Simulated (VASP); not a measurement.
# CdF2 (Fm-3m) in VASP: notebook

The runs below take CdF2 through single point, with PBE.

Program: VASP 6.6.1. These are calculated values, not measurements. Logs are shortened: lines on timing, memory, paths and dates and some standing lists are left out, and cuts for length are marked.

### 1 The cell of the first run

Symmetry: Fm-3m, No. 225, cubic system. Conventional cell: a = 5.370 Å, b = 5.370 Å, c = 5.370 Å, α = 90.00°, β = 90.00°, γ = 90.00°. Cd (site symmetry m-3m) has 8 F at 2.33 Å within 3.1 Å. Within 3.1 Å of F (site symmetry -43m) lie 4 Cd at 2.33 Å and 6 F at 2.68 Å.

### 2 Single point, PBE (12.90 Å³/atom)

The input, INCAR:

```
  PREC = Accurate
  ENCUT = 520
  EDIFF = 1E-6
  ISMEAR = 0
  SIGMA = 0.02
  LREAL = F
  LASPH = T
  NELM = 80
  ALGO = Normal
  ISIF = 2
  LWAVE = F
  LCHARG = F
  GGA = PE
  NBANDS = 20
```

The input, KPOINTS:

```
regular mesh
0
Gamma
  8 8 8
```

The input, POSCAR:

```
CdF2
1.0
    0.0000000000      2.6847889010      2.6847889010
    2.6847889010      0.0000000000      2.6847889010
    2.6847889010      2.6847889010      0.0000000000
Cd F
1 2
Direct
    0.0000000000      0.0000000000      0.0000000000
    0.2500000000      0.2500000000      0.2500000000
    0.7500000000      0.7500000000      0.7500000000
```

Potentials or basis: VASP PAW PBE potentials, release 64 (Cd, F).

Launch:

```console
> cat potpaw_PBE.64/Cd/POTCAR potpaw_PBE.64/F/POTCAR > POTCAR
> mpirun -np 1 vasp_std > vasp.out
```

OUTCAR:

```text
PREC = Accurate
   ENCUT = 520
   EDIFF = 1E-6
   ISMEAR = 0
   LREAL = F
   LASPH = T
   NELM = 80
   ISIF = 2
   GGA = PE

 ion  position               nearest neighbor table
   1  0.000  0.000  0.000-   3 2.33   3 2.33   3 2.33   2 2.33   3 2.33   2 2.33   2 2.33   2 2.33

   2  0.250  0.250  0.250-   1 2.33   1 2.33   1 2.33   1 2.33
   3  0.750  0.750  0.750-   1 2.33   1 2.33   1 2.33   1 2.33

  LATTYP: Found a face centered cubic cell.
 ALAT       =     5.3695778020

  Lattice vectors:

 A1 = (   0.0000000000,   2.6847889010,   2.6847889010)
 A2 = (   2.6847889010,   0.0000000000,   2.6847889010)
 A3 = (   2.6847889010,   2.6847889010,   0.0000000000)

Analysis of symmetry for initial positions (statically):
=====================================================================
 Subroutine PRICEL returns:
 Original cell was already a primitive cell.

 Routine SETGRP: Setting up the symmetry group for a
 face centered cubic supercell.

 Subroutine GETGRP returns: Found 48 space group operations
 (whereof 48 operations were pure point group operations)
 out of a pool of 48 trial point group operations.

The static configuration has the point symmetry O_h .

Analysis of symmetry for dynamics (positions and initial velocities):
=====================================================================
 Subroutine PRICEL returns:
 Original cell was already a primitive cell.

 Routine SETGRP: Setting up the symmetry group for a
 face centered cubic supercell.

 Subroutine GETGRP returns: Found 48 space group operations
 (whereof 48 operations were pure point group operations)
 out of a pool of 48 trial point group operations.

The dynamic configuration has the point symmetry O_h .

 Subroutine INISYM returns: Found 48 space group operations
 (whereof 48 operations are pure point group operations),
 and found     1 'primitive' translations

----------------------------------------------------------------------------------------

                                     Primitive cell

  volume of cell :      38.7044

  direct lattice vectors                    reciprocal lattice vectors
     0.000000000  2.684788901  2.684788901    -0.186234381  0.186234381  0.186234381
[... 82 lines left out ...]
   ISPIN  =      1    spin polarized calculation?
   LNONCOLLINEAR =      F non collinear calculations
   LSORBIT =      F    spin-orbit coupling
   LASPH  =      T    aspherical Exc in radial PAW
   ENCUT  =  520.0 eV  38.22 Ry    6.18 a.u.   7.06  7.06  7.06*2*pi/ulx,y,z
   NELM   =     80;   NELMIN=  2; NELMDL= -5     # of ELM steps
   EDIFF  = 0.1E-05   stopping-criterion for ELM
   LREAL  =      F    real-space projection
   EDIFFG = 0.1E-04   stopping-criterion for IOM
   NSW    =      0    number of steps for IOM
   IBRION =     -1    ionic relax: 0-MD 1-quasi-New 2-CG
   NFREE  =      0    steps in history (QN), initial steepest desc. (CG)
   ISIF   =      2    stress and relaxation
   ISYM   =      2    0-nonsym 1-usesym 2-fastsym
   POTIM  = 0.5000    time-step for ionic-motion
   TEBEG  =    0.0;   TEEND  =   0.0 temperature during run
   PSTRESS=    0.0 pullay stress
   NELECT =      26.0000    total number of electrons
   NUPDOWN=      -1.0000    fix difference up-down
   EMIN   =  10.00;   EMAX   =-10.00  energy-range for DOS
   EFERMI =   0.00;   METHOD = LEGACY
   ISMEAR =     0;   SIGMA  =   0.02  broadening in eV -4-tet -1-fermi 0-gaus
   EFERMI_NEDOS =   21; number of points for ismear=-14 and -15
   IALGO  =     38    algorithm
   IMIX   =      4    mixing-type and parameters
     AMIX     =   0.40;   BMIX     =  1.00
     AMIX_MAG =   1.60;   BMIX_MAG =  1.00
  volume/ion in A,a.u.               =      12.90        87.06
  Fermi-wavevector in a.u.,A,eV,Ry     =   1.433769  2.709430 27.969402  2.055693
  Thomas-Fermi vector in A             =   2.553251
   LORBIT       =      0    0 simple, 1 ext, 2 COOP (PROOUT), +10 PAW based schemes
   GGA     = PE    functional components
   LHFCALC =     F    Hartree Fock is set to
   AEXX    =    0.0000 exact exchange contribution
   IVDW    =     0    specifies the selected vdW correction
   LEPSILON=     F    determine dielectric tensor
   LRPA    =     F    only Hartree local field effects (RPA)
 non-spin polarized calculation
 Gauss-broadening in eV      SIGMA  =   0.02
  energy-cutoff  :      520.00
  volume of cell :       38.70
 maximum number of plane-waves:      1056
   NGX = 15   NGY = 15   NGZ = 15

 number of electron      25.9999997 magnetization

 Free energy of the ion-electron system (eV)
  ---------------------------------------------------
  ext. energy  EPLUGINS =         0.00000000
  ---------------------------------------------------
  free energy    TOTEN  =       -10.84150936 eV

  energy without entropy =      -10.84150936  energy(sigma->0) =      -10.84150936

 E-fermi :  -1.0734     XC(G=0): -10.4682

 val. band max:       -1.2331177501   @ k =  -0.2500   0.5000   0.2500
 cond. band min:       1.8717828745   @ k =   0.0000   0.0000   0.0000
 fundamental gap:      3.1049006246
 Fermi energy:        -1.0734448552

 k-point     1 :       0.0000    0.0000    0.0000
  band No.  band energies     occupation
      1     -22.0957      2.00000
      2     -20.9627      2.00000
      3      -6.8814      2.00000
      4      -6.8814      2.00000
      5      -6.8814      2.00000
      6      -5.6281      2.00000
[... 541 lines left out ...]
     19      17.5561      0.00000
     20      21.1377      0.00000

 [... further k-points ...]

------------------------ aborting loop because EDIFF is reached ----------------------------------------

  FORCE on cell =-STRESS in cart. coord.  units (eV):
  Direction    XX          YY          ZZ          XY          YZ          ZX
  --------------------------------------------------------------------------------------
  -------------------------------------------------------------------------------------
  Total        1.8132997      1.8132997      1.8132997      0.0000000     -0.0000000     -0.0000000
  in kB       75.0619337     75.0619337     75.0619337      0.0000000     -0.0000000     -0.0000000
  external PRESSURE =      75.0619337 kB  Pullay stress =       0.0000000 kB

 VOLUME and BASIS-vectors are now :
 -----------------------------------------------------------------------------
  energy-cutoff  :      520.00
  volume of cell :       38.70
      direct lattice vectors                 reciprocal lattice vectors
     0.000000000  2.684788901  2.684788901    -0.186234381  0.186234381  0.186234381
     2.684788901  0.000000000  2.684788901     0.186234381 -0.186234381  0.186234381
     2.684788901  2.684788901  0.000000000     0.186234381  0.186234381 -0.186234381

 POSITION                                       TOTAL-FORCE (eV/Angst)
 -----------------------------------------------------------------------------------
      0.00000      0.00000      0.00000         0.000000      0.000000      0.000000
      1.34239      1.34239      1.34239        -0.000000     -0.000000     -0.000000
      4.02718      4.02718      4.02718         0.000000      0.000000     -0.000000
 -----------------------------------------------------------------------------------
    total drift:                                0.000000      0.000000      0.000000

  FREE ENERGIE OF THE ION-ELECTRON SYSTEM (eV)
  ---------------------------------------------------
  free  energy   TOTEN  =       -10.8415093554 eV

  energy  without entropy=      -10.8415093554  energy(sigma->0) =      -10.84150936
```

OSZICAR:

```text
N       E                     dE             d eps       ncg     rms          rms(c)
DAV:   1     0.202653542333E+03    0.20265E+03   -0.15644E+04  1208   0.133E+03
DAV:   2    -0.375495189877E+01   -0.20641E+03   -0.19798E+03  1268   0.349E+02
DAV:   3    -0.124972544671E+02   -0.87423E+01   -0.87198E+01  1348   0.781E+01
DAV:   4    -0.125349100915E+02   -0.37656E-01   -0.37654E-01  1236   0.524E+00
DAV:   5    -0.125350458896E+02   -0.13580E-03   -0.13580E-03  1324   0.281E-01    0.104E+01
DAV:   6    -0.108102475831E+02    0.17248E+01   -0.39345E+00  1468   0.370E+01    0.759E+00
DAV:   7    -0.108556437497E+02   -0.45396E-01   -0.87912E-01  1192   0.848E+00    0.433E+00
DAV:   8    -0.108491095515E+02    0.65342E-02   -0.12980E-01  1216   0.343E+00    0.696E-01
DAV:   9    -0.108408232244E+02    0.82863E-02   -0.31800E-02  1396   0.227E+00    0.859E-02
DAV:  10    -0.108413897210E+02   -0.56650E-03   -0.28340E-03  1180   0.577E-01    0.118E-01
DAV:  11    -0.108414874921E+02   -0.97771E-04   -0.11370E-04  1276   0.104E-01    0.356E-02
DAV:  12    -0.108415077843E+02   -0.20292E-04   -0.32424E-05  1184   0.504E-02    0.183E-02
DAV:  13    -0.108415095583E+02   -0.17739E-05   -0.62295E-06  1256   0.201E-02    0.296E-03
DAV:  14    -0.108415093554E+02    0.20282E-06   -0.47804E-07  1016   0.863E-03
   1 F= -.10841509E+02 E0= -.10841509E+02  d E =-.275436E-31
```

stdout:

```text
POSCAR found type information on POSCAR CdF
 POSCAR found :  2 types and       3 ions
 scaLAPACK will be used
 LDA part: xc-table for (Slater+PW92), standard interpolation
 POSCAR, INCAR and KPOINTS ok, starting setup
 FFT: planning ... GRIDC
 FFT: planning ... GRID_SOFT
 FFT: planning ... GRID
 WAVECAR not read
 entering main loop
```

Wall time 34 s (1 thread of Intel Xeon Platinum 8375C at 2.90GHz (Ice Lake), shared host); peak memory 0.16 GiB.

Results:

```
Free energy            : -10.8415 eV
Pressure               : 7.5 GPa
Band gap on the k mesh : 3.10 eV (least direct gap 3.59 eV)
```

Levels at points of the mesh, in eV from the valence-band top:
```
           k point  band 9  band 10  band 11  band 12  band 13  band 14  band 15  band 16  band 17  band 18
(0.00, 0.00, 0.00)   -1.00    -1.00    -0.49    -0.49    -0.49     3.10    12.75    12.75    12.75    17.73
(0.50, 0.00, 0.00)   -2.32    -1.88    -1.88    -0.39    -0.39     7.25     9.19    14.59    14.59    18.26
(0.50, 0.50, 0.00)   -3.01    -3.01    -0.52    -0.09    -0.09     8.09     9.71    11.94    14.38    14.38
```

Caveat: the cell stands under pressure. A k mesh can miss the band edges.

[end of part 1 of 2]
